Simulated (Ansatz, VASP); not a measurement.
# Zr in VASP and in Ansatz

```xyz
1
Lattice="-1.4189 1.4189 1.4189 1.4189 -1.4189 1.4189 1.4189 1.4189 -1.4189" Properties=species:S:1:pos:R:3 pbc="T T T"
Zr    0.0000    0.0000    0.0000
```

Change from the starting cell: volume scaled by 0.5, LAPW.

Alike in both runs: task single point; functional PBE; k mesh 16 × 16 × 16; occupations fermi-dirac, width 0.05 eV; no spin polarisation.

```csv
,VASP,Ansatz
version,VASP 6.6.1,Ansatz 0.2.0
potentials or method,"VASP PAW PBE potentials, release 64 (Zr_sv), cutoff 520 eV","all-electron LAPW, scalar-relativistic"
```

Ansatz gave:

| Quantity | Value |
| --- | --- |
| pressure (GPa) | 196.2 |

Q: Which values does VASP return?

A: Pressure (GPa): 198.2.

Both programs put the cell under a high pressure, so it lies far from rest at this level. Ansatz ran all-electron here, and VASP with PAW potentials.

Noted on VASP's run: the cell as given lies far from equilibrium.
